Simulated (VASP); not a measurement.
Input of a VASP 6.6.1 run:

INCAR

```
SYSTEM = Rh
ALGO = Normal ; EDIFF = 1E-6
ENCUT = 500 ; GGA = PE
GGA_COMPAT = .False. ; ISIF = 2
ISMEAR = 0 ; ISPIN = 2
LASPH = .True. ; LCHARG = .True.
LELF = .True. ; LMAXMIX = 4
LORBIT = 11 ; LREAL = .False.
LVHAR = .True. ; LWAVE = .False.
MAGMOM = 0.625 0.625 ; NBANDS = 26
NELM = 200 ; NUPDOWN = 1.25
PREC = Accurate ; SIGMA = 0.15
```

The input KPOINTS:

```
k-points
0
Gamma
  21 21 12
  0 0 0
```

File POSCAR:

```
Rh
1.0
    2.8794130266      0.0000000000      0.0000000000
   -1.4397065133      2.4936448290      0.0000000000
    0.0000000000      0.0000000000      4.6338326521
Rh
2
Direct
    0.6666666667      0.3333333333      0.7500000000
    0.3333333333      0.6666666667      0.2500000000
```

Potentials or basis: VASP PAW PBE potentials, release 64 (Rh_pv).

Command:

```console
$ cat potpaw_PBE.64/Rh_pv/POTCAR > POTCAR
$ mpirun -np 1 vasp_std > vasp.out
```

Problem. Predict the pressure.

Solution. -25.6 GPa.

Stress tensor (GPa, compression positive):
```
-25.30   0.00   0.00
  0.00 -25.30   0.00
  0.00   0.00 -26.16
```

Caveat: the cell stands under tension; the total moment is fixed, so each spin has its own Fermi level and the state may be an excited one.
